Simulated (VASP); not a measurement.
Input of a VASP 6.6.1 run:

The input INCAR:

```
SYSTEM = HfO2
PREC = Accurate ; ENCUT = 520
EDIFF = 1E-6 ; ISMEAR = 0
SIGMA = 0.02 ; LREAL = .False.
LASPH = .True. ; NELM = 100
ALGO = Normal ; ISIF = 2
LWAVE = .False. ; LCHARG = .False.
GGA = PE ; NBANDS = 31
```

File KPOINTS:

```
Automatic mesh
0
Gamma
  6 6 4
  0 0 0
```

POSCAR

```
HfO2
1.0
    3.6044299412      0.0000000000      0.0000000000
    0.0000000000      3.6044299412      0.0000000000
    0.0000000000      0.0000000000      5.2648570793
Hf O
2 4
Direct
    0.0000000000      0.0000000000      0.0000000000
    0.5000000000      0.5000000000      0.5000000000
    0.0000000000      0.5000000000      0.3068553002
    0.0000000000      0.5000000000      0.8068553002
    0.5000000000      0.0000000000      0.6931446998
    0.5000000000      0.0000000000      0.1931446998
```

Potentials or basis: VASP PAW PBE potentials, release 64 (Hf_pv, O).

Run with:

```bash
$ cat potpaw_PBE.64/Hf_pv/POTCAR potpaw_PBE.64/O/POTCAR > POTCAR
$ mpirun -np 1 vasp_std > vasp.out
```

Q: What does it give for the band gap on the k mesh?

A: 4.65 eV, indirect (least direct gap 4.72 eV).

Q: Estimate the pressure.

A: -3.1 GPa.

Q: What does it give for the largest force?

A: 0.048 eV/Å.

Stress tensor (GPa, compression positive):
```
-3.20  0.00  0.00
 0.00 -3.20  0.00
 0.00  0.00 -3.02
```

Caveat: spin-orbit coupling is left out, which moves the levels of the heavy elements. PBE gaps usually lie below the measured ones, often by a third to a half.
